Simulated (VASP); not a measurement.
Write the native input for VASP 6.6.1 that does the following.

| Property | Result |
| --- | --- |
| Task | relaxation of cell and atoms |
| Functional | r2SCAN |
| Dispersion | D4 |
| Potentials or basis | VASP PAW PBE potentials, release 64 (Sn_d) |
| Cutoff | 600 eV |
| k mesh | 7 × 7 × 7 |
| Occupations | fermi-dirac, width 0.05 eV |
| Spin | no spin polarisation |
| Dipole correction | no |
| Further INCAR settings | ALGO = Normal; EDIFF = 1e-06; IBRION = 2; EDIFFG = -0.01; NSW = 60; ISIF = 3 |

The system is Sn.

```
CELL_PARAMETERS angstrom
0.00000 3.23334 3.23334
3.23334 0.00000 3.23334
3.23334 3.23334 0.00000
ATOMIC_POSITIONS crystal
Sn 0.75000 0.75000 0.75000
Sn 0.50000 0.50000 0.50000
```

This isn't the form of Sn at room conditions, which is tetragonal (white tin).

One way to write it, as run:

POSCAR

```
Sn
1.0
    0.0000000000      3.2333428000      3.2333428000
    3.2333428000      0.0000000000      3.2333428000
    3.2333428000      3.2333428000      0.0000000000
Sn
2
Direct
    0.7500000000      0.7500000000      0.7500000000
    0.5000000000      0.5000000000      0.5000000000
```

INCAR.step1

```
SYSTEM = Sn
PREC = Accurate ; ENCUT = 600
ISMEAR = -1 ; SIGMA = 0.05
LREAL = .FALSE. ; LASPH = .TRUE.
NELM = 100 ; GGA = PE
ALGO = Normal ; EDIFF = 1E-4
LWAVE = .TRUE. ; LCHARG = .FALSE.
```

INCAR.step2

```
SYSTEM = Sn
PREC = Accurate ; ENCUT = 600
EDIFF = 1E-6 ; ISMEAR = -1
SIGMA = 0.05 ; LREAL = .FALSE.
LASPH = .TRUE. ; NELM = 100
ALGO = Normal ; ISIF = 3
LWAVE = .FALSE. ; LCHARG = .FALSE.
METAGGA = R2SCAN ; LMIXTAU = .TRUE.
IVDW = 13 ; VDW_S6 = 1.0
VDW_S8 = 0.6018749 ; VDW_A1 = 0.51559235
VDW_A2 = 5.77342911 ; IBRION = 2
NSW = 60 ; EDIFFG = -0.01
ISTART = 1
```

KPOINTS

```
Automatic mesh
0
G
  7 7 7
  0 0 0
```

Potentials or basis: VASP PAW PBE potentials, release 64 (Sn_d).

Run with:

```sh
$ cat potpaw_PBE.64/Sn_d/POTCAR > POTCAR
$ cp INCAR.step1 INCAR
$ mpirun -np 1 vasp_std > vasp.out
$ cp INCAR.step2 INCAR
$ mpirun -np 1 vasp_std > vasp.out
```

Results of the run:

```
Relaxed volume                        : 35.04 Å³/atom
Relaxed cell                          : a = 4.628 Å, b = 4.628 Å, c = 4.628 Å, α = 60.00°, β = 60.00°, γ = 60.00°
Space group after relaxing (to 0.1 Å) : Fd-3m (No. 227)
Energy gained by relaxing             : 6.5 meV/atom
Ionic steps                           : 3
Pressure after relaxing               : 0.0 GPa
Band gap on the k mesh                : zero (filled and empty bands touch)
Dispersion energy per atom            : -0.110 eV
```

Caveat: the PAW data sets were made with another functional, which shifts forces and pressure a little; spin-orbit coupling is left out, which moves the levels of the heavy elements.

Wall time 3.8 min on 1 thread of Intel(R) Xeon(R) Platinum 8488C (Sapphire Rapids), on a shared host, peak memory 0.26 GiB.
